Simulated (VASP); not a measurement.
# Si3N4 (Fd-3m) in VASP: settings compared

Si3N4 is run at these levels: PBEsol, r2SCAN, PBE; tasks: single point.

Everything below comes from runs of VASP 6.6.1. Logs are shortened: lines on timing, memory, paths and dates and some standing lists are left out, and cuts for length are marked.

## 1. The cell of the first run

The structure is cubic, space group Fd-3m (No. 227). Conventional cell: a = 7.789 Å, b = 7.789 Å, c = 7.789 Å, α = 90.00°, β = 90.00°, γ = 90.00°. Within 2.5 Å of Si (site symmetry -3m) lie 6 N at 1.89 Å. Within 2.4 Å of Si (site symmetry -43m) lie 4 N at 1.79 Å. Within 2.4 Å of N (site symmetry 3m) lie 4 Si at 1.79 to 1.89 Å.

## 2. Single point, PBEsol

INCAR

```
SYSTEM = Si3N4
PREC = Accurate
ENCUT = 520
EDIFF = 1E-6
ISMEAR = 0
SIGMA = 0.02
LREAL = .FALSE.
LASPH = .TRUE.
NELM = 80
ALGO = Normal
ISIF = 2
LWAVE = .FALSE.
LCHARG = .FALSE.
GGA = PS
NBANDS = 45
```

KPOINTS

```
Automatic mesh
0
G
  6 6 6
  0 0 0
```

POSCAR

```
Si3N4
1.0
    0.0000000000      3.8946186242      3.8946186242
    3.8946186242      0.0000000000      3.8946186242
    3.8946186242      3.8946186242      0.0000000000
Si N
6 8
Direct
    0.1250000000      0.1250000000      0.6250000000
    0.1250000000      0.6250000000      0.1250000000
    0.6250000000      0.1250000000      0.1250000000
    0.1250000000      0.1250000000      0.1250000000
    0.7500000000      0.7500000000      0.7500000000
    0.5000000000      0.5000000000      0.5000000000
    0.3675422895      0.3675422895      0.3675422895
    0.3526268684      0.8824577105      0.8824577105
    0.8824577105      0.8824577105      0.3526268684
    0.8824577105      0.3526268684      0.8824577105
    0.3675422895      0.3675422895      0.8973731316
    0.3675422895      0.8973731316      0.3675422895
    0.8824577105      0.8824577105      0.8824577105
    0.8973731316      0.3675422895      0.3675422895
```

Potentials or basis: VASP PAW PBE potentials, release 64 (Si, N).

Started as:

```sh
> cat potpaw_PBE.64/Si/POTCAR potpaw_PBE.64/N/POTCAR > POTCAR
> mpirun -np 1 vasp_std > vasp.out
```

OUTCAR:

```text
SYSTEM = Si3N4
   PREC = Accurate
   ENCUT = 520
   EDIFF = 1E-6
   ISMEAR = 0
   LREAL = .FALSE.
   LASPH = .TRUE.
   NELM = 80
   ISIF = 2
   GGA = PS

 ion  position               nearest neighbor table
   1  0.125  0.125  0.625-   8 1.89  10 1.89  12 1.89  14 1.89  13 1.89   7 1.89   4 2.75   2 2.75
                             3 2.75   4 2.75   2 2.75   3 2.75
   2  0.125  0.625  0.125-   8 1.89   9 1.89  11 1.89  14 1.89  13 1.89   7 1.89   4 2.75   1 2.75
                             1 2.75   3 2.75   4 2.75   3 2.75
   3  0.625  0.125  0.125-   9 1.89  10 1.89  11 1.89  12 1.89   7 1.89  13 1.89   4 2.75   1 2.75
                             2 2.75   1 2.75   2 2.75   4 2.75
   4  0.125  0.125  0.125-   8 1.89   9 1.89  10 1.89  11 1.89  12 1.89  14 1.89   1 2.75   2 2.75
                             3 2.75   1 2.75   2 2.75   3 2.75
   5  0.750  0.750  0.750-  13 1.79   9 1.79  10 1.79   8 1.79
   6  0.500  0.500  0.500-   7 1.79  11 1.79  12 1.79  14 1.79
   7  0.368  0.368  0.368-   6 1.79   2 1.89   3 1.89   1 1.89
   8  0.353  0.882  0.882-   5 1.79   2 1.89   1 1.89   4 1.89
   9  0.882  0.882  0.353-   5 1.79   3 1.89   2 1.89   4 1.89
  10  0.882  0.353  0.882-   5 1.79   3 1.89   1 1.89   4 1.89
  11  0.368  0.368  0.897-   6 1.79   3 1.89   2 1.89   4 1.89
  12  0.368  0.897  0.368-   6 1.79   3 1.89   1 1.89   4 1.89
  13  0.882  0.882  0.882-   5 1.79   2 1.89   3 1.89   1 1.89
  14  0.897  0.368  0.368-   6 1.79   2 1.89   1 1.89   4 1.89

  LATTYP: Found a face centered cubic cell.
 ALAT       =     7.7892372484

  Lattice vectors:

 A1 = (   0.0000000000,   3.8946186242,   3.8946186242)
 A2 = (   3.8946186242,   0.0000000000,   3.8946186242)
 A3 = (   3.8946186242,   3.8946186242,   0.0000000000)

Analysis of symmetry for initial positions (statically):
=====================================================================
 Subroutine PRICEL returns:
 Original cell was already a primitive cell.

 Routine SETGRP: Setting up the symmetry group for a
 face centered cubic supercell.

 Subroutine GETGRP returns: Found 48 space group operations
 (whereof 24 operations were pure point group operations)
 out of a pool of 48 trial point group operations.

The static configuration has the point symmetry T_d .
 The point group associated with its full space group is O_h .

Analysis of symmetry for dynamics (positions and initial velocities):
=====================================================================
 Subroutine PRICEL returns:
 Original cell was already a primitive cell.

 Routine SETGRP: Setting up the symmetry group for a
 face centered cubic supercell.

 Subroutine GETGRP returns: Found 48 space group operations
 (whereof 24 operations were pure point group operations)
 out of a pool of 48 trial point group operations.

The dynamic configuration has the point symmetry T_d .
 The point group associated with its full space group is O_h .

 Subroutine INISYM returns: Found 48 space group operations
 (whereof 24 operations are pure point group operations),
 and found     1 'primitive' translations

----------------------------------------------------------------------------------------

                                     Primitive cell

  volume of cell :     118.1476

  direct lattice vectors                    reciprocal lattice vectors
     0.000000000  3.894618624  3.894618624    -0.128382275  0.128382275  0.128382275
     3.894618624  0.000000000  3.894618624     0.128382275 -0.128382275  0.128382275
     3.894618624  3.894618624  0.000000000     0.128382275  0.128382275 -0.128382275

  length of vectors
     5.507822479  5.507822479  5.507822479     0.222364623  0.222364623  0.222364623

  position of ions in fractional coordinates (direct lattice)
     0.125000000  0.125000000  0.625000000
     0.125000000  0.625000000  0.125000000
     0.625000000  0.125000000  0.125000000
     0.125000000  0.125000000  0.125000000
     0.750000000  0.750000000  0.750000000
     0.500000000  0.500000000  0.500000000
     0.367542290  0.367542290  0.367542290
     0.352626868  0.882457710  0.882457710
     0.882457710  0.882457710  0.352626868
     0.882457710  0.352626868  0.882457710
     0.367542290  0.367542290  0.897373132
     0.367542290  0.897373132  0.367542290
[... 32 lines left out ...]
     0.021397046 -0.021397046  0.021397046     0.000000000  0.166666667  0.000000000
     0.021397046  0.021397046 -0.021397046     0.000000000  0.000000000  0.166666667

  Length of vectors
     0.037060771  0.037060771  0.037060771

  Shift w.r.t. Gamma in fractional coordinates (k-lattice)
     0.000000000  0.000000000  0.000000000

 Subroutine IBZKPT returns following result:
 ===========================================

 Found     16 irreducible k-points:

 Following reciprocal coordinates:
            Coordinates               Weight
  0.000000  0.000000  0.000000      1.000000
  0.166667  0.000000  0.000000      8.000000
  0.333333  0.000000  0.000000      8.000000
  0.500000  0.000000  0.000000      4.000000
  0.166667  0.166667  0.000000      6.000000
  0.333333  0.166667  0.000000     24.000000
[... 8 lines left out ...]
 -0.333333  0.333333  0.166667     24.000000
 -0.333333  0.500000  0.166667     12.000000
   k-points           NKPTS =     16   k-points in BZ     NKDIM =     16   number of bands    NBANDS=     45
   number of dos      NEDOS =    301   number of ions     NIONS =     14
   total plane-waves  NPLWV =  74088
   dimension x,y,z NGX =    42 NGY =   42 NGZ =   42
   dimension x,y,z NGXF=    84 NGYF=   84 NGZF=   84
   ions per type =               6   8
   NGX,Y,Z   is equivalent  to a cutoff of  12.68, 12.68, 12.68 a.u.
   NGXF,Y,Z  is equivalent  to a cutoff of  25.35, 25.35, 25.35 a.u.
 SYSTEM =  Si3N4
   PREC   = accura    normal or accurate (medium, high low for compatibility)
   ISTART =      0    job   : 0-new  1-cont  2-samecut
   ICHARG =      2    charge: 1-file 2-atom 10-const
   ISPIN  =      1    spin polarized calculation?
   LNONCOLLINEAR =      F non collinear calculations
   LSORBIT =      F    spin-orbit coupling
   LASPH  =      T    aspherical Exc in radial PAW
   ENCUT  =  520.0 eV  38.22 Ry    6.18 a.u.  10.24 10.24 10.24*2*pi/ulx,y,z
   NELM   =     80;   NELMIN=  2; NELMDL= -5     # of ELM steps
   EDIFF  = 0.1E-05   stopping-criterion for ELM
   LREAL  =      F    real-space projection
   EDIFFG = 0.1E-04   stopping-criterion for IOM
   NSW    =      0    number of steps for IOM
   IBRION =     -1    ionic relax: 0-MD 1-quasi-New 2-CG
   NFREE  =      0    steps in history (QN), initial steepest desc. (CG)
   ISIF   =      2    stress and relaxation
   ISYM   =      2    0-nonsym 1-usesym 2-fastsym
   POTIM  = 0.5000    time-step for ionic-motion
   TEBEG  =    0.0;   TEEND  =   0.0 temperature during run
   PSTRESS=    0.0 pullay stress
   NELECT =      64.0000    total number of electrons
   NUPDOWN=      -1.0000    fix difference up-down
   EMIN   =  10.00;   EMAX   =-10.00  energy-range for DOS
   EFERMI =   0.00;   METHOD = LEGACY
   ISMEAR =     0;   SIGMA  =   0.02  broadening in eV -4-tet -1-fermi 0-gaus
   EFERMI_NEDOS =   21; number of points for ismear=-14 and -15
   IALGO  =     38    algorithm
   IMIX   =      4    mixing-type and parameters
     AMIX     =   0.40;   BMIX     =  1.00
     AMIX_MAG =   1.60;   BMIX_MAG =  1.00
  volume/ion in A,a.u.               =       8.44        56.95
  Fermi-wavevector in a.u.,A,eV,Ry     =   1.334525  2.521886 24.231373  1.780956
  Thomas-Fermi vector in A             =   2.463299
   LORBIT       =      0    0 simple, 1 ext, 2 COOP (PROOUT), +10 PAW based schemes
   GGA     = PS    functional components
   LHFCALC =     F    Hartree Fock is set to
   AEXX    =    0.0000 exact exchange contribution
   IVDW    =     0    specifies the selected vdW correction
   LEPSILON=     F    determine dielectric tensor
   LRPA    =     F    only Hartree local field effects (RPA)
 non-spin polarized calculation
 Gauss-broadening in eV      SIGMA  =   0.02
  energy-cutoff  :      520.00
  volume of cell :      118.15
 maximum number of plane-waves:      3218
 NGX is ok and might be reduce to    42
   NGX = 21   NGY = 21   NGZ = 21

 number of electron      64.0000005 magnetization

 Free energy of the ion-electron system (eV)
  ---------------------------------------------------
  ext. energy  EPLUGINS =         0.00000000
  ---------------------------------------------------
  free energy    TOTEN  =      -119.26361259 eV

  energy without entropy =     -119.26361259  energy(sigma->0) =     -119.26361259

 E-fermi :   9.1340     XC(G=0): -12.4010

 val. band max:        9.0237217831   @ k =  -0.1667   0.1667   0.0000
 cond. band min:      12.2352643848   @ k =   0.0000   0.0000   0.0000
 fundamental gap:      3.2115426017
 Fermi energy:         9.1340326310

 k-point     1 :       0.0000    0.0000    0.0000
  band No.  band energies     occupation
      1      -9.7454      2.00000
      2      -6.4372      2.00000
      3      -5.5055      2.00000
      4      -5.5055      2.00000
      5      -5.5055      2.00000
      6      -4.5278      2.00000
[... 741 lines left out ...]
     43      18.6842      0.00000
     44      18.6842      0.00000
 [bands above 44 left out]

------------------------ aborting loop because EDIFF is reached ----------------------------------------

  FORCE on cell =-STRESS in cart. coord.  units (eV):
  Direction    XX          YY          ZZ          XY          YZ          ZX
  --------------------------------------------------------------------------------------
  -------------------------------------------------------------------------------------
  Total       -3.6589808     -3.6589808     -3.6589808      0.0000000      0.0000000     -0.0000000
  in kB      -49.6187599    -49.6187599    -49.6187599      0.0000000      0.0000000     -0.0000000
  external PRESSURE =     -49.6187599 kB  Pullay stress =       0.0000000 kB

 VOLUME and BASIS-vectors are now :
 -----------------------------------------------------------------------------
  energy-cutoff  :      520.00
  volume of cell :      118.15
      direct lattice vectors                 reciprocal lattice vectors
     0.000000000  3.894618624  3.894618624    -0.128382275  0.128382275  0.128382275
     3.894618624  0.000000000  3.894618624     0.128382275 -0.128382275  0.128382275
     3.894618624  3.894618624  0.000000000     0.128382275  0.128382275 -0.128382275

 POSITION                                       TOTAL-FORCE (eV/Angst)
 -----------------------------------------------------------------------------------
      2.92096      2.92096      0.97365         0.000000      0.000000      0.000000
      2.92096      0.97365      2.92096         0.000000      0.000000      0.000000
      0.97365      2.92096      2.92096         0.000000      0.000000      0.000000
      0.97365      0.97365      0.97365         0.000000      0.000000      0.000000
      5.84193      5.84193      5.84193         0.000000      0.000000      0.000000
      3.89462      3.89462      3.89462         0.000000      0.000000      0.000000
      2.86287      2.86287      2.86287        -0.027784     -0.027784     -0.027784
      6.87367      4.81018      4.81018         0.027784     -0.027784     -0.027784
      4.81018      4.81018      6.87367        -0.027784     -0.027784      0.027784
      4.81018      6.87367      4.81018        -0.027784      0.027784     -0.027784
      4.92636      4.92636      2.86287         0.027784      0.027784     -0.027784
      4.92636      2.86287      4.92636         0.027784     -0.027784      0.027784
      6.87367      6.87367      6.87367         0.027784      0.027784      0.027784
      2.86287      4.92636      4.92636        -0.027784      0.027784      0.027784
 -----------------------------------------------------------------------------------
    total drift:                                0.000000      0.000000      0.000000

  FREE ENERGIE OF THE ION-ELECTRON SYSTEM (eV)
  ---------------------------------------------------
  free  energy   TOTEN  =      -119.2636125903 eV

  energy  without entropy=     -119.2636125903  energy(sigma->0) =     -119.26361259
```

Wall time 78 s (1 thread of Intel Xeon Platinum 8488C (Sapphire Rapids), shared host); peak memory 0.27 GiB.

What came out:

```
Free energy            : -119.2636 eV
Pressure               : -5.0 GPa
Largest force          : 0.048 eV/Å
Band gap on the k mesh : 3.21 eV (least direct gap 3.25 eV)
```

Forces in eV/Å, atoms in the order of the input:
```
Si   0.000  0.000  0.000
Si   0.000  0.000  0.000
Si   0.000  0.000  0.000
Si   0.000  0.000  0.000
Si   0.000  0.000  0.000
Si   0.000  0.000  0.000
N   -0.028 -0.028 -0.028
N    0.028 -0.028 -0.028
N   -0.028 -0.028  0.028
N   -0.028  0.028 -0.028
N    0.028  0.028 -0.028
N    0.028 -0.028  0.028
N    0.028  0.028  0.028
N   -0.028  0.028  0.028
```

Caveat: the cell stands under tension; the PAW data sets were made with another functional, which shifts forces and pressure a little.

(Continued in part 2 of 2.)
